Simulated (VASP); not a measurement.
# AlPtC4N4 (P-43m) in VASP: notebook, part 2 of 2

VASP 6.6.1. The steps go on from the part before.

**3. Single point, PBE, collinear spin**

This run uses another cell than the first one, of 19.82 Å³/atom.

The input, INCAR:

```
SYSTEM = AlPtC4N4
PREC = Accurate
ENCUT = 700
EDIFF = 1E-6
ISMEAR = 0
SIGMA = 0.1
LREAL = .False.
LASPH = .True.
NELM = 200
ALGO = Normal
ISIF = 2
LWAVE = .False.
LCHARG = .False.
ISPIN = 2
MAGMOM = 0 1 0 0 0 0 0 0 0 0
LORBIT = 11
LMAXMIX = 4
GGA = PE
NBANDS = 44
GGA_COMPAT = .False.
```

The input, KPOINTS:

```
Automatic mesh
0
Gamma
  4 4 4
  0 0 0
```

The input, POSCAR:

```
AlPtC4N4
1.0
    5.8306603700      0.0000000000      0.0000000000
    0.0000000000      5.8306603700      0.0000000000
    0.0000000000      0.0000000000      5.8306603700
Al Pt C N
1 1 4 4
Direct
    0.5000000000      0.5000000000      0.5000000000
    0.0000000000      0.0000000000      0.0000000000
    0.1898207700      0.1898207700      0.1898207700
    0.1898207700      0.8101792300      0.8101792300
    0.8101792300      0.1898207700      0.8101792300
    0.8101792300      0.8101792300      0.1898207700
    0.3056738300      0.3056738300      0.3056738300
    0.3056738300      0.6943261700      0.6943261700
    0.6943261700      0.3056738300      0.6943261700
    0.6943261700      0.6943261700      0.3056738300
```

Potentials or basis: VASP PAW PBE potentials, release 64 (Al, Pt_sv_GW, C, N).

On the command line:

```sh
cat potpaw_PBE.64/Al/POTCAR potpaw_PBE.64/Pt_sv_GW/POTCAR potpaw_PBE.64/C/POTCAR potpaw_PBE.64/N/POTCAR > POTCAR
mpirun -np 1 vasp_std > vasp.out
```

OUTCAR:

```text
SYSTEM = AlPtC4N4
   PREC = Accurate
   ENCUT = 700
   EDIFF = 1E-6
   ISMEAR = 0
   LREAL = .False.
   LASPH = .True.
   NELM = 200
   ISIF = 2
   ISPIN = 2
   LORBIT = 11
   GGA = PE

 ion  position               nearest neighbor table
   1  0.500  0.500  0.500-   7 1.96   8 1.96   9 1.96  10 1.96
   2  0.000  0.000  0.000-   3 1.92   4 1.92   5 1.92   6 1.92
   3  0.190  0.190  0.190-   7 1.17   2 1.92
   4  0.190  0.810  0.810-   8 1.17   2 1.92
   5  0.810  0.190  0.810-   9 1.17   2 1.92
   6  0.810  0.810  0.190-  10 1.17   2 1.92
   7  0.306  0.306  0.306-   3 1.17   1 1.96
   8  0.306  0.694  0.694-   4 1.17   1 1.96
   9  0.694  0.306  0.694-   5 1.17   1 1.96
  10  0.694  0.694  0.306-   6 1.17   1 1.96

  LATTYP: Found a simple cubic cell.
 ALAT       =     5.8306603700

  Lattice vectors:

 A1 = (   5.8306603700,   0.0000000000,   0.0000000000)
 A2 = (   0.0000000000,   5.8306603700,   0.0000000000)
 A3 = (   0.0000000000,   0.0000000000,   5.8306603700)

Analysis of symmetry for initial positions (statically):
=====================================================================
 Subroutine PRICEL returns:
 Original cell was already a primitive cell.

 Routine SETGRP: Setting up the symmetry group for a
 simple cubic supercell.

 Subroutine GETGRP returns: Found 24 space group operations
 (whereof 24 operations were pure point group operations)
[... 616 lines left out ...]
     40       6.7969      0.00000
 Fermi energy:        -0.2556994996

 spin component 2

 k-point     1 :       0.0000    0.0000    0.0000
  band No.  band energies     occupation
      1     -99.3223      1.00000
      2     -53.4231      1.00000
      3     -53.4231      1.00000
      4     -53.4231      1.00000
      5     -18.1263      1.00000
      6     -17.9503      1.00000
[... 419 lines left out ...]
     39       6.8813      0.00000
     40       6.8813      0.00000
 [bands above 40 left out]

------------------------ aborting loop because EDIFF is reached ----------------------------------------

  FORCE on cell =-STRESS in cart. coord.  units (eV):
  Direction    XX          YY          ZZ          XY          YZ          ZX
  --------------------------------------------------------------------------------------
  -------------------------------------------------------------------------------------
  Total        0.9984435      0.9984435      0.9984435      0.0000000      0.0000000      0.0000000
  in kB        8.0701359      8.0701359      8.0701359      0.0000000      0.0000000      0.0000000
  external PRESSURE =       8.0701359 kB  Pullay stress =       0.0000000 kB

 VOLUME and BASIS-vectors are now :
 -----------------------------------------------------------------------------
  energy-cutoff  :      700.00
  volume of cell :      198.22
      direct lattice vectors                 reciprocal lattice vectors
     5.830660370  0.000000000  0.000000000     0.171507160  0.000000000  0.000000000
     0.000000000  5.830660370  0.000000000     0.000000000  0.171507160  0.000000000
     0.000000000  0.000000000  5.830660370     0.000000000  0.000000000  0.171507160

 POSITION                                       TOTAL-FORCE (eV/Angst)
 -----------------------------------------------------------------------------------
      2.91533      2.91533      2.91533        -0.000000     -0.000000      0.000000
      0.00000      0.00000      0.00000        -0.000000     -0.000000      0.000000
      1.10678      1.10678      1.10678        -0.062018     -0.062018     -0.062018
      1.10678      4.72388      4.72388        -0.062018      0.062018      0.062018
      4.72388      1.10678      4.72388         0.062018     -0.062018      0.062018
      4.72388      4.72388      1.10678         0.062018      0.062018     -0.062018
      1.78228      1.78228      1.78228         2.005826      2.005826      2.005826
      1.78228      4.04838      4.04838         2.005826     -2.005826     -2.005826
      4.04838      1.78228      4.04838        -2.005826      2.005826     -2.005826
      4.04838      4.04838      1.78228        -2.005826     -2.005826      2.005826
 -----------------------------------------------------------------------------------
    total drift:                               -0.000000     -0.000000      0.000000

  FREE ENERGIE OF THE ION-ELECTRON SYSTEM (eV)
  ---------------------------------------------------
  free  energy   TOTEN  =       -77.7734424797 eV

  energy  without entropy=      -77.7230553335  energy(sigma->0) =      -77.74824891

 total charge

# of ion       s       p       d       f       tot
--------------------------------------------------
    1        0.298   0.328   0.000   0.000   0.626
    2        4.652   6.221   7.336   0.037  18.247
    3        0.949   1.625   0.000   0.000   2.573
    4        0.949   1.625   0.000   0.000   2.573
    5        0.949   1.625   0.000   0.000   2.573
    6        0.949   1.625   0.000   0.000   2.573
    7        1.275   2.648   0.000   0.000   3.922
    8        1.275   2.648   0.000   0.000   3.922
    9        1.275   2.648   0.000   0.000   3.922
   10        1.275   2.648   0.000   0.000   3.922
--------------------------------------------------
tot         13.843  23.639   7.336   0.037  44.856

 magnetization (x)

# of ion       s       p       d       f       tot
--------------------------------------------------
    1       -0.000   0.000   0.000   0.000  -0.000
    2        0.016   0.030   0.316  -0.000   0.362
    3        0.010   0.012   0.000   0.000   0.022
    4        0.010   0.012   0.000   0.000   0.022
    5        0.010   0.012   0.000   0.000   0.022
    6        0.010   0.012   0.000   0.000   0.022
    7        0.003   0.043   0.000   0.000   0.045
    8        0.003   0.043   0.000   0.000   0.045
    9        0.003   0.043   0.000   0.000   0.045
   10        0.003   0.043   0.000   0.000   0.045
--------------------------------------------------
tot          0.066   0.249   0.316  -0.000   0.631
```

stdout:

```text
POSCAR found type information on POSCAR AlPtC N
 POSCAR found :  4 types and      10 ions
 scaLAPACK will be used
 LDA part: xc-table for (Slater+PW92), standard interpolation
 POSCAR, INCAR and KPOINTS ok, starting setup
 FFT: planning ... GRIDC
 FFT: planning ... GRID_SOFT
 FFT: planning ... GRID
 WAVECAR not read
 entering main loop
```

Run time: 4.4 min. Hardware: 1 thread of Intel Xeon Platinum 8375C at 2.90GHz (Ice Lake), shared host; peak memory 0.56 GiB.

What came out:

* Free energy: -77.7734 eV
* Pressure: 0.8 GPa
* Largest force: 3.474 eV/Å
* Band gap on the k mesh: zero (filled and empty bands overlap)
* Net moment: 0.98 μB per cell
* Site moments: Al -0.00; Pt +0.36; C +0.02; N +0.04 μB
* Valence electrons inside the program's atomic spheres: Al 0.63; Pt 18.25; C 2.57; N 3.92

Forces on the atoms (eV/Å):
```
Al   0.000  0.000  0.000
Pt   0.000  0.000  0.000
C   -0.062 -0.062 -0.062
C   -0.062  0.062  0.062
C    0.062 -0.062  0.062
C    0.062  0.062 -0.062
N    2.006  2.006  2.006
N    2.006 -2.006 -2.006
N   -2.006  2.006 -2.006
N   -2.006 -2.006  2.006
```

Levels at points of the mesh, in eV from the Fermi level:
Spin up:
```csv
k point,band 26,band 27,band 28,band 29,band 30,band 31,band 32,band 33
"(0.00, 0.00, 0.00)",-2.56,-0.63,-0.63,-0.63,4.31,4.31,4.31,4.83
"(0.50, 0.00, 0.00)",-2.24,-0.44,-0.19,-0.19,3.62,3.62,4.29,4.30
"(0.50, 0.50, 0.00)",-2.18,-0.40,-0.12,-0.12,3.77,3.77,4.15,4.24
"(0.50, 0.50, 0.50)",-2.41,-0.42,-0.42,-0.42,4.53,4.53,4.53,4.90
```
Spin down:
| k point | band 26 | band 27 | band 28 | band 29 | band 30 | band 31 | band 32 | band 33 |
| --- | --- | --- | --- | --- | --- | --- | --- | --- |
| (0.00, 0.00, 0.00) | -2.43 | -0.38 | -0.38 | -0.38 | 4.44 | 4.44 | 4.44 | 4.91 |
| (0.50, 0.00, 0.00) | -2.12 | -0.18 | 0.07 | 0.07 | 3.70 | 3.70 | 4.36 | 4.38 |
| (0.50, 0.50, 0.00) | -2.06 | -0.13 | 0.15 | 0.15 | 3.84 | 3.84 | 4.24 | 4.31 |
| (0.50, 0.50, 0.50) | -2.29 | -0.16 | -0.16 | -0.16 | 4.65 | 4.65 | 4.65 | 4.98 |

Caveat: spin-orbit coupling is left out, which moves the levels of the heavy elements; forces of over 1 eV/Å act on the atoms, so gaps and moduli don't describe the material at rest.

**4. Single point, PBE**

This run uses another cell than the first one, of 19.82 Å³/atom.

The input, INCAR:

```
PREC = Accurate
ENCUT = 700
EDIFF = 1E-6
ISMEAR = 0
SIGMA = 0.1
LREAL = F
LASPH = T
NELM = 120
ALGO = Normal
ISIF = 2
LWAVE = F
LCHARG = F
GGA = PE
NBANDS = 40
GGA_COMPAT = F
```

The input, KPOINTS:

```
Automatic mesh
0
Gamma
  4 4 4
```

POSCAR is that of step 3.

On the command line:

```sh
cat potpaw_PBE.64/Al/POTCAR potpaw_PBE.64/Pt_sv_GW/POTCAR potpaw_PBE.64/C/POTCAR potpaw_PBE.64/N/POTCAR > POTCAR
mpirun -np 1 vasp_std > vasp.out
```

Wall time 58 s (1 thread of Intel Xeon 6975P-C (Granite Rapids), shared host); peak memory 0.43 GiB.

Results (log left out):

| Item | Value |
| --- | --- |
| Free energy | -77.7536 eV |
| Pressure | 0.8 GPa |
| Largest force | 3.517 eV/Å |
| Band gap on the k mesh | zero (an odd number of electrons rules out a gap without spin polarisation) |

Forces on the atoms (eV/Å):
```
Al   0.000  0.000  0.000
Pt   0.000  0.000  0.000
C   -0.105 -0.105 -0.105
C   -0.105  0.105  0.105
C    0.105 -0.105  0.105
C    0.105  0.105 -0.105
N    2.031  2.031  2.031
N    2.031 -2.031 -2.031
N   -2.031  2.031 -2.031
N   -2.031 -2.031  2.031
```

Levels at points of the mesh, in eV from the Fermi level:
```
           k point  band 25  band 26  band 27  band 28  band 29  band 30  band 31  band 32  band 33  band 34
(0.00, 0.00, 0.00)    -2.42    -2.42    -0.43    -0.43    -0.43     4.45     4.45     4.45     4.94     4.94
(0.50, 0.00, 0.00)    -2.40    -2.11    -0.24     0.01     0.01     3.73     3.73     4.40     4.41     4.66
(0.50, 0.50, 0.00)    -2.35    -2.05    -0.19     0.09     0.09     3.88     3.88     4.27     4.35     4.65
(0.50, 0.50, 0.50)    -2.28    -2.28    -0.22    -0.22    -0.22     4.66     4.66     4.66     5.01     5.01
```

Caveat: spin-orbit coupling is left out, which moves the levels of the heavy elements; an odd number of electrons without spin polarisation forces a metal; a magnetic or distorted state may lie lower.

**5. Single point, PBE**

The input, INCAR:

```
PREC = Accurate
ENCUT = 700
EDIFF = 1E-6
ISMEAR = 0
SIGMA = 0.1
LREAL = False
LASPH = True
NELM = 120
ALGO = Normal
ISIF = 2
LWAVE = False
LCHARG = False
GGA = PE
NBANDS = 40
GGA_COMPAT = False
```

The input, KPOINTS:

```
regular mesh
0
Gamma
  4 4 4
```

The input, POSCAR:

```
AlPtC4N4
1.0
    5.7805298053      0.0000000000      0.0000000000
    0.0000000000      5.7805298053      0.0000000000
    0.0000000000      0.0000000000      5.7805298053
Al Pt C N
1 1 4 4
Direct
    0.5000000000      0.5000000000      0.5000000000
    0.0000000000      0.0000000000      0.0000000000
    0.1983165160      0.1983165160      0.1983165160
    0.1983165160      0.8016834840      0.8016834840
    0.8016834840      0.1983165160      0.8016834840
    0.8016834840      0.8016834840      0.1983165160
    0.3162116189      0.3162116189      0.3162116189
    0.3162116189      0.6837883811      0.6837883811
    0.6837883811      0.3162116189      0.6837883811
    0.6837883811      0.6837883811      0.3162116189
```

Potentials or basis: VASP PAW PBE potentials, release 64 (Al, Pt_sv_GW, C, N).

On the command line:

```sh
cat potpaw_PBE.64/Al/POTCAR potpaw_PBE.64/Pt_sv_GW/POTCAR potpaw_PBE.64/C/POTCAR potpaw_PBE.64/N/POTCAR > POTCAR
mpirun -np 1 vasp_std > vasp.out
```

OUTCAR:

```text
PREC = Accurate
   ENCUT = 700
   EDIFF = 1E-6
   ISMEAR = 0
   LREAL = False
   LASPH = True
   NELM = 120
   ISIF = 2
   GGA = PE

 ion  position               nearest neighbor table
   1  0.500  0.500  0.500-   7 1.84   8 1.84   9 1.84  10 1.84
   2  0.000  0.000  0.000-   3 1.99   4 1.99   5 1.99   6 1.99
   3  0.198  0.198  0.198-   7 1.18   2 1.99
   4  0.198  0.802  0.802-   8 1.18   2 1.99
   5  0.802  0.198  0.802-   9 1.18   2 1.99
   6  0.802  0.802  0.198-  10 1.18   2 1.99
   7  0.316  0.316  0.316-   3 1.18   1 1.84
   8  0.316  0.684  0.684-   4 1.18   1 1.84
   9  0.684  0.316  0.684-   5 1.18   1 1.84
  10  0.684  0.684  0.316-   6 1.18   1 1.84

  LATTYP: Found a simple cubic cell.
 ALAT       =     5.7805298053

  Lattice vectors:

 A1 = (   5.7805298053,   0.0000000000,   0.0000000000)
 A2 = (   0.0000000000,   5.7805298053,   0.0000000000)
 A3 = (   0.0000000000,   0.0000000000,   5.7805298053)
[... 181 lines left out ...]
 fundamental gap:      0.0615292857
 Fermi energy:        -0.3146175526

 k-point     1 :       0.0000    0.0000    0.0000
  band No.  band energies     occupation
      1     -99.0201      2.00000
      2     -53.1208      2.00000
      3     -53.1208      2.00000
      4     -53.1208      2.00000
      5     -18.1302      2.00000
      6     -17.8913      2.00000
[... 419 lines left out ...]
     39       7.2290      0.00000
     40       7.2290      0.00000

------------------------ aborting loop because EDIFF is reached ----------------------------------------

  FORCE on cell =-STRESS in cart. coord.  units (eV):
  Direction    XX          YY          ZZ          XY          YZ          ZX
  --------------------------------------------------------------------------------------
  -------------------------------------------------------------------------------------
  Total        0.0901011      0.0901011      0.0901011      0.0000000      0.0000000      0.0000000
  in kB        0.7473738      0.7473738      0.7473738      0.0000000      0.0000000      0.0000000
  external PRESSURE =       0.7473738 kB  Pullay stress =       0.0000000 kB

 VOLUME and BASIS-vectors are now :
 -----------------------------------------------------------------------------
  energy-cutoff  :      700.00
  volume of cell :      193.15
      direct lattice vectors                 reciprocal lattice vectors
     5.780529805  0.000000000  0.000000000     0.172994524  0.000000000  0.000000000
     0.000000000  5.780529805  0.000000000     0.000000000  0.172994524  0.000000000
     0.000000000  0.000000000  5.780529805     0.000000000  0.000000000  0.172994524

 POSITION                                       TOTAL-FORCE (eV/Angst)
 -----------------------------------------------------------------------------------
      2.89026      2.89026      2.89026         0.000000     -0.000000     -0.000000
      0.00000      0.00000      0.00000        -0.000000     -0.000000     -0.000000
      1.14637      1.14637      1.14637        -0.156119     -0.156119     -0.156119
      1.14637      4.63416      4.63416        -0.156119      0.156119      0.156119
      4.63416      1.14637      4.63416         0.156119     -0.156119      0.156119
      4.63416      4.63416      1.14637         0.156119      0.156119     -0.156119
      1.82787      1.82787      1.82787         0.184793      0.184793      0.184793
      1.82787      3.95266      3.95266         0.184793     -0.184793     -0.184793
      3.95266      1.82787      3.95266        -0.184793      0.184793     -0.184793
      3.95266      3.95266      1.82787        -0.184793     -0.184793      0.184793
 -----------------------------------------------------------------------------------
    total drift:                                0.000000      0.000000      0.000000

  FREE ENERGIE OF THE ION-ELECTRON SYSTEM (eV)
  ---------------------------------------------------
  free  energy   TOTEN  =       -78.4991133011 eV

  energy  without entropy=      -78.4341526357  energy(sigma->0) =      -78.46663297
```

OSZICAR:

```text
N       E                     dE             d eps       ncg     rms          rms(c)
DAV:   1     0.472863853738E+03    0.47286E+03   -0.32505E+04   832   0.157E+03
DAV:   2    -0.529724485337E+02   -0.52584E+03   -0.51218E+03  1048   0.381E+02
DAV:   3    -0.950218163904E+02   -0.42049E+02   -0.41564E+02  1032   0.110E+02
DAV:   4    -0.957607247918E+02   -0.73891E+00   -0.73314E+00  1000   0.152E+01
DAV:   5    -0.957732963943E+02   -0.12572E-01   -0.12562E-01   984   0.186E+00    0.593E+01
DAV:   6    -0.878306552310E+02    0.79426E+01   -0.73866E+01  1000   0.656E+01    0.810E+01
DAV:   7    -0.811835513854E+02    0.66471E+01   -0.21263E+01   944   0.304E+01    0.519E+01
DAV:   8    -0.784502051835E+02    0.27333E+01   -0.11214E+01  1024   0.216E+01    0.209E+01
DAV:   9    -0.785496203657E+02   -0.99415E-01   -0.19827E+00   920   0.792E+00    0.305E+00
DAV:  10    -0.784995964463E+02    0.50024E-01   -0.12317E-01  1016   0.259E+00    0.225E+00
DAV:  11    -0.784983043649E+02    0.12921E-02   -0.45929E-02   952   0.110E+00    0.922E-01
DAV:  12    -0.784989057790E+02   -0.60141E-03   -0.21186E-03  1072   0.273E-01    0.424E-01
DAV:  13    -0.784990804271E+02   -0.17465E-03   -0.30320E-04  1040   0.122E-01    0.141E-01
DAV:  14    -0.784991218372E+02   -0.41410E-04   -0.97277E-05  1064   0.647E-02    0.160E-01
DAV:  15    -0.784991162119E+02    0.56254E-05   -0.12811E-05  1000   0.220E-02    0.574E-02
DAV:  16    -0.784991130875E+02    0.31244E-05   -0.13787E-05  1056   0.242E-02    0.656E-03
DAV:  17    -0.784991133011E+02   -0.21365E-06   -0.98935E-07   640   0.643E-03
   1 F= -.78499113E+02 E0= -.78466633E+02  d E =-.649607E-01
```

stdout:

```text
POSCAR found type information on POSCAR AlPtC N
 POSCAR found :  4 types and      10 ions
 scaLAPACK will be used
 LDA part: xc-table for (Slater+PW92), standard interpolation
 POSCAR, INCAR and KPOINTS ok, starting setup
 FFT: planning ... GRIDC
 FFT: planning ... GRID_SOFT
 FFT: planning ... GRID
 WAVECAR not read
 entering main loop
```

It took 1.9 min on 1 thread of AMD EPYC 9R45 (Zen 5), shared host; peak memory 0.38 GiB.

What came out:

```
Free energy            : -78.4991 eV
Pressure               : 0.1 GPa
Largest force          : 0.320 eV/Å
Band gap on the k mesh : zero (an odd number of electrons rules out a gap without spin polarisation)
```

Forces in eV/Å, atoms in the order of the input:
```
Al   0.000  0.000  0.000
Pt   0.000  0.000  0.000
C   -0.156 -0.156 -0.156
C   -0.156  0.156  0.156
C    0.156 -0.156  0.156
C    0.156  0.156 -0.156
N    0.185  0.185  0.185
N    0.185 -0.185 -0.185
N   -0.185  0.185 -0.185
N   -0.185 -0.185  0.185
```

Caveat: spin-orbit coupling is left out, which moves the levels of the heavy elements; an odd number of electrons without spin polarisation forces a metal; a magnetic or distorted state may lie lower.

**6. The runs side by side**

```tsv
spin	cell	gap on the mesh (eV)	pressure (GPa)	moment (μB)	largest force (eV/Å)
collinear	a = 5.781 Å, 10 atoms, atomic positions A	none	0.1	0.99	0.27
collinear	a = 5.831 Å, 10 atoms, atomic positions B	none	0.8	0.98	3.47
off	a = 5.831 Å, 10 atoms, atomic positions B	none	0.8	-	3.52
off	a = 5.781 Å, 10 atoms, atomic positions A	none	0.1	-	0.32
```

Alike in all rows: task single point; level PBE; potentials or basis VASP PAW PBE potentials, release 64 (Al, Pt_sv_GW, C, N); k mesh 4 × 4 × 4; cutoff (eV) 700; smearing gaussian 0.1 eV.

Caveats: spin-orbit coupling is left out, which moves the levels of the heavy elements; an odd number of electrons without spin polarisation forces a metal (at least some runs); a magnetic or distorted state may lie lower (at least some runs); forces of over 1 eV/Å act on the atoms, so gaps and moduli don't describe the material at rest (at least some runs).

Total energies depend on the potentials used, so only differences within one code and one set of settings carry meaning.

The gap in the log of VASP goes by the Fermi energy; the results here count the filled bands.